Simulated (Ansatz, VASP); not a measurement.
**Two plane-wave programs on Be2Se**

```
Be Se
1.0
     7.69910    0.00000    0.00000
     0.00000    3.75841    0.00000
     0.00000    0.00000    5.90640
Be Se
8 4
Direct
  0.47777 0.25000 0.41831
  0.02223 0.75000 0.91831
  0.52223 0.75000 0.58169
  0.97777 0.25000 0.08169
  0.52144 0.75000 0.20808
  0.02144 0.75000 0.29192
  0.47856 0.25000 0.79192
  0.97856 0.25000 0.70808
  0.83205 0.75000 0.60022
  0.66795 0.25000 0.10022
  0.16795 0.25000 0.39978
  0.33205 0.75000 0.89978
```

Alike in both runs: functional PBE; k mesh 4 × 8 × 6; occupations gaussian, width 0.1 eV; no spin polarisation.

Ansatz relaxed the structure, and its values are those at the end. VASP's run is a single point on that final structure, the one shown.

```csv
,VASP,Ansatz
version,VASP 6.6.1,Ansatz 0.2.0
potentials or method,"VASP PAW PBE potentials, release 64 (Be, Se), cutoff 520 eV","scalar-relativistic, plane waves, PAW"
valence electrons in the cell,40,80
```

|  | VASP | Ansatz | Ansatz less VASP |
| --- | --- | --- | --- |
| gap on the k mesh at the Fermi level (eV) | none | none | - |
| pressure (GPa) | 0.1 | 0.0 | -0.14 |
| rms of the force components (eV/Å) | 0.006 | 0.001 | -0.0056 |

A gap of «none» marks a metal or a gap that the smearing closes. VASP's potentials hold 40 valence electrons a cell and Ansatz's 80, so a difference there can come from the potentials and not from the codes.
